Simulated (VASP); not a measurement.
# Te2Mo in VASP: settings compared

Te2Mo is run at these levels: PBE, PBEsol+D4, LDA; tasks: single point.

All numbers are computed with VASP 6.6.1; they aren't measurements. Logs are shortened: lines on timing, memory, paths and dates and some standing lists are left out, and cuts for length are marked.

## 1. The cell of the first run

It takes space group Pm (No. 6, monoclinic). Conventional cell: a = 6.346 Å, b = 3.494 Å, c = 14.866 Å, α = 90.00°, β = 92.12°, γ = 90.00°. Te (site symmetry m) has 3 Mo at 2.82 to 2.84 Å and 6 Te at 3.49 to 3.63 Å within 3.7 Å. Te (site symmetry m) has 3 Mo at 2.82 to 2.84 Å and 6 Te at 3.49 to 3.63 Å within 3.7 Å. Within 3.6 Å of Te (site symmetry m) lie 3 Mo at 2.70 to 2.71 Å and 2 Te at 3.49 Å. Te (site symmetry m) has 3 Mo at 2.70 to 2.71 Å and 2 Te at 3.49 Å within 3.6 Å. Within 3.6 Å of Te (site symmetry m) lie 3 Mo at 2.70 to 2.71 Å and 2 Te at 3.49 Å. Te (site symmetry m) has 3 Mo at 2.70 to 2.71 Å and 2 Te at 3.49 Å within 3.6 Å. Within 3.7 Å of Te (site symmetry m) lie 3 Mo at 2.82 to 2.84 Å and 6 Te at 3.49 to 3.63 Å. Te (site symmetry m) has 3 Mo at 2.82 to 2.84 Å and 6 Te at 3.49 to 3.63 Å within 3.7 Å.

## 2. Single point, PBE

Contents of INCAR:

```
PREC = Accurate
ENCUT = 520
EDIFF = 1E-6
ISMEAR = 0
SIGMA = 0.012
LREAL = F
LASPH = T
NELM = 60
ALGO = Normal
ISIF = 2
LWAVE = F
LCHARG = F
GGA = PE
NBANDS = 64
```

Contents of KPOINTS:

```
Automatic mesh
0
Gamma
  4 8 2
```

Contents of POSCAR:

```
Te2Mo
1.0
    6.3464495577      0.0000000000      0.0000000000
    0.0000000000      3.4942155400      0.0000000000
   -0.5490254083      0.0000000000     14.8561586148
Te Mo
8 4
Direct
    0.0630865700      0.5000000000      0.4013918100
    0.9362609700      0.0000000000      0.5989235800
    0.5672046900      0.0000000000      0.3620628100
    0.4325395100      0.5000000000      0.6382740100
    0.0910474500      0.0000000000      0.1379227500
    0.9094538900      0.5000000000      0.8617520200
    0.5810927600      0.5000000000      0.0985498300
    0.4193469800      0.0000000000      0.9011539900
    0.3196862200      0.0000000000      0.5068268200
    0.6797845000      0.5000000000      0.4935200200
    0.1814915000      0.5000000000      0.0065316300
    0.8190039500      0.0000000000      0.9930897200
```

Potentials or basis: VASP PAW PBE potentials, release 64 (Te, Mo_sv).

On the command line:

```bash
> cat potpaw_PBE.64/Te/POTCAR potpaw_PBE.64/Mo_sv/POTCAR > POTCAR
> mpirun -np 1 vasp_std > vasp.out
```

OUTCAR:

```text
PREC = Accurate
   ENCUT = 520
   EDIFF = 1E-6
   ISMEAR = 0
   LREAL = F
   LASPH = T
   NELM = 60
   ISIF = 2
   GGA = PE

 ion  position               nearest neighbor table
   1  0.063  0.500  0.401-   9 2.82   9 2.82  10 2.84   2 3.54   2 3.54   3 3.63   3 3.63
   2  0.936  0.000  0.599-  10 2.82  10 2.82   9 2.84   1 3.54   1 3.54   4 3.63   4 3.63
   3  0.567  0.000  0.362-  10 2.70  10 2.70   9 2.71   1 3.63   1 3.63
   4  0.433  0.500  0.638-   9 2.70   9 2.70  10 2.71   2 3.63   2 3.63
   5  0.091  0.000  0.138-  11 2.70  11 2.70  12 2.71   7 3.63   7 3.63
   6  0.909  0.500  0.862-  12 2.70  12 2.70  11 2.71   8 3.63   8 3.63
   7  0.581  0.500  0.099-  12 2.82  12 2.82  11 2.84   8 3.53   8 3.53   5 3.63   5 3.63
   8  0.419  0.000  0.901-  11 2.82  11 2.82  12 2.84   7 3.53   7 3.53   6 3.63   6 3.63
   9  0.320  0.000  0.507-   4 2.70   4 2.70   3 2.71   1 2.82   1 2.82   2 2.84  10 2.89  10 2.89

  10  0.680  0.500  0.494-   3 2.70   3 2.70   4 2.71   2 2.82   2 2.82   1 2.84   9 2.89   9 2.89

  11  0.181  0.500  0.007-   5 2.70   5 2.70   6 2.71   8 2.82   8 2.82   7 2.84  12 2.89  12 2.89

  12  0.819  0.000  0.993-   6 2.70   6 2.70   5 2.71   7 2.82   7 2.82   8 2.84  11 2.89  11 2.89

  LATTYP: Found a simple monoclinic cell.
 ALAT       =     6.3464495577
 B/A-ratio  =     0.5505780056
 C/A-ratio  =     2.3424593439
 COS(beta)  =    -0.0369308709

  Lattice vectors:

 A1 = (   6.3464495577,   0.0000000000,   0.0000000000)
 A2 = (   0.0000000000,   3.4942155400,   0.0000000000)
 A3 = (  -0.5490254083,   0.0000000000,  14.8561586148)

Analysis of symmetry for initial positions (statically):
=====================================================================
 Subroutine PRICEL returns:
 Original cell was already a primitive cell.

 Routine SETGRP: Setting up the symmetry group for a
 simple monoclinic supercell.

 Subroutine GETGRP returns: Found  2 space group operations
 (whereof  2 operations were pure point group operations)
 out of a pool of  4 trial point group operations.

The static configuration has the point symmetry C_1h.

Analysis of symmetry for dynamics (positions and initial velocities):
=====================================================================
 Subroutine PRICEL returns:
 Original cell was already a primitive cell.

 Routine SETGRP: Setting up the symmetry group for a
 simple monoclinic supercell.

 Subroutine GETGRP returns: Found  2 space group operations
 (whereof  2 operations were pure point group operations)
[... 135 lines left out ...]
   EMIN   =  10.00;   EMAX   =-10.00  energy-range for DOS
   EFERMI =   0.00;   METHOD = LEGACY
   ISMEAR =     0;   SIGMA  =   0.01  broadening in eV -4-tet -1-fermi 0-gaus
   EFERMI_NEDOS =   21; number of points for ismear=-14 and -15
   IALGO  =     38    algorithm
   IMIX   =      4    mixing-type and parameters
     AMIX     =   0.40;   BMIX     =  1.00
     AMIX_MAG =   1.60;   BMIX_MAG =  1.00
  volume/ion in A,a.u.               =      27.45       185.27
  Fermi-wavevector in a.u.,A,eV,Ry     =   1.114697  2.106472 16.905918  1.242550
  Thomas-Fermi vector in A             =   2.251295
   LORBIT       =      0    0 simple, 1 ext, 2 COOP (PROOUT), +10 PAW based schemes
   GGA     = PE    functional components
   LHFCALC =     F    Hartree Fock is set to
   AEXX    =    0.0000 exact exchange contribution
   IVDW    =     0    specifies the selected vdW correction
   LEPSILON=     F    determine dielectric tensor
   LRPA    =     F    only Hartree local field effects (RPA)
 non-spin polarized calculation
 Gauss-broadening in eV      SIGMA  =   0.01
  energy-cutoff  :      520.00
  volume of cell :      329.45
 maximum number of plane-waves:      8931
 NGX is ok and might be reduce to    48
   NGX = 23   NGY = 13   NGZ = 55

 number of electron     103.9999995 magnetization

 Free energy of the ion-electron system (eV)
  ---------------------------------------------------
  ext. energy  EPLUGINS =         0.00000000
  ---------------------------------------------------
  free energy    TOTEN  =       -71.94626427 eV

  energy without entropy =      -71.94608979  energy(sigma->0) =      -71.94617703

 E-fermi :   7.1380     XC(G=0):  -9.8567

 val. band max:        7.1265605467   @ k =   0.0000   0.1250   0.5000
 cond. band min:       7.1495161510   @ k =   0.0000   0.2500   0.0000
 fundamental gap:      0.0229556043
 Fermi energy:         7.1380279478

 k-point     1 :       0.0000    0.0000    0.0000
  band No.  band energies     occupation
      1     -53.9141      2.00000
      2     -53.8958      2.00000
      3     -53.8551      2.00000
      4     -53.8368      2.00000
      5     -28.1586      2.00000
      6     -28.1400      2.00000
[... 1597 lines left out ...]
     63       9.5452      0.00000
     64       9.5670      0.00000

 [... further k-points ...]

------------------------ aborting loop because EDIFF is reached ----------------------------------------

  FORCE on cell =-STRESS in cart. coord.  units (eV):
  Direction    XX          YY          ZZ          XY          YZ          ZX
  --------------------------------------------------------------------------------------
  -------------------------------------------------------------------------------------
  Total        1.8841057      0.0951943      2.3718434      0.0000000      0.0000000     -0.0055790
  in kB        9.1628125      0.4629505     11.5347858      0.0000000      0.0000000     -0.0271317
  external PRESSURE =       7.0535163 kB  Pullay stress =       0.0000000 kB

 VOLUME and BASIS-vectors are now :
 -----------------------------------------------------------------------------
  energy-cutoff  :      520.00
  volume of cell :      329.45
      direct lattice vectors                 reciprocal lattice vectors
     6.346449558  0.000000000  0.000000000     0.157568415  0.000000000  0.005823111
     0.000000000  3.494215540  0.000000000     0.000000000  0.286187268  0.000000000
    -0.549025408  0.000000000 14.856158615     0.000000000  0.000000000  0.067312152

 POSITION                                       TOTAL-FORCE (eV/Angst)
 -----------------------------------------------------------------------------------
      0.18000      1.74711      5.96314        -0.039536      0.000000     -0.009172
      5.61311      0.00000      8.89770         0.048582      0.000000      0.009976
      3.40095      0.00000      5.37886         0.013281      0.000000     -0.200876
      2.39466      1.74711      9.48230        -0.023943      0.000000      0.202109
      0.50210      0.00000      2.04900         0.011196      0.000000      0.205558
      5.29868      1.74711     12.80232        -0.011881      0.000000     -0.215212
      3.63377      1.74711      1.46407        -0.049333      0.000000      0.015680
      2.16661      0.00000     13.38769         0.051547      0.000000     -0.020141
      1.75061      0.00000      7.52950        -0.080904      0.000000     -0.093105
      4.04326      1.74711      7.33181         0.082483      0.000000      0.089593
      1.14824      1.74711      0.09703         0.077126      0.000000     -0.077970
      4.65254      0.00000     14.75350        -0.078618      0.000000      0.093560
 -----------------------------------------------------------------------------------
    total drift:                                0.000276     -0.000000     -0.000099

  FREE ENERGIE OF THE ION-ELECTRON SYSTEM (eV)
  ---------------------------------------------------
  free  energy   TOTEN  =       -71.9462642675 eV

  energy  without entropy=      -71.9460897886  energy(sigma->0) =      -71.94617703
```

It took 8.8 min on 1 thread of Intel Xeon 6975P-C (Granite Rapids), shared host; peak memory 0.69 GiB.

Results:

- Free energy: -71.9463 eV
- Pressure: 0.7 GPa
- Largest force: 0.216 eV/Å
- Band gap on the k mesh: zero (band 52 reaches 7.26 eV, above the bottom of band 53 at 7.11 eV)

Forces on the atoms (eV/Å):
```
Te  -0.040  0.000 -0.009
Te   0.049  0.000  0.010
Te   0.013  0.000 -0.201
Te  -0.024  0.000  0.202
Te   0.011  0.000  0.206
Te  -0.012  0.000 -0.215
Te  -0.049  0.000  0.016
Te   0.052  0.000 -0.020
Mo  -0.081  0.000 -0.093
Mo   0.082  0.000  0.090
Mo   0.077  0.000 -0.078
Mo  -0.079  0.000  0.094
```

Levels at points of the mesh, in eV from the Fermi level:
```
           k point  band 48  band 49  band 50  band 51  band 52  band 53  band 54  band 55  band 56  band 57
(0.00, 0.00, 0.00)    -0.63    -0.35    -0.16     0.02     0.12     0.59     0.76     1.02     1.05     1.35
(0.50, 0.00, 0.00)    -0.84    -0.74    -0.72    -0.72    -0.70     0.11     0.13     0.97     0.98     1.47
(0.00, 0.50, 0.00)    -1.62    -1.43    -1.43    -1.42    -1.42     1.10     1.10     1.15     1.15     1.31
(0.50, 0.50, 0.00)    -1.72    -0.93    -0.93    -0.89    -0.89     1.03     1.03     1.05     1.05     1.87
(0.00, 0.00, 0.50)    -0.64    -0.22    -0.21     0.06     0.07     0.63     0.66     1.03     1.04     1.63
(0.50, 0.00, 0.50)    -0.84    -0.74    -0.72    -0.66    -0.61     0.12     0.14     0.96     0.99     1.40
(0.00, 0.50, 0.50)    -1.61    -1.46    -1.46    -1.43    -1.42     1.10     1.10     1.14     1.14     1.33
(0.50, 0.50, 0.50)    -1.72    -0.92    -0.92    -0.89    -0.89     1.03     1.03     1.05     1.05     1.79
```

Caveat: spin-orbit coupling is left out, which moves the levels of the heavy elements; this functional lacks dispersion, which binds the layers, so the pressure and a relaxed spacing across them are unreliable.

(Continued in part 2 of 2.)
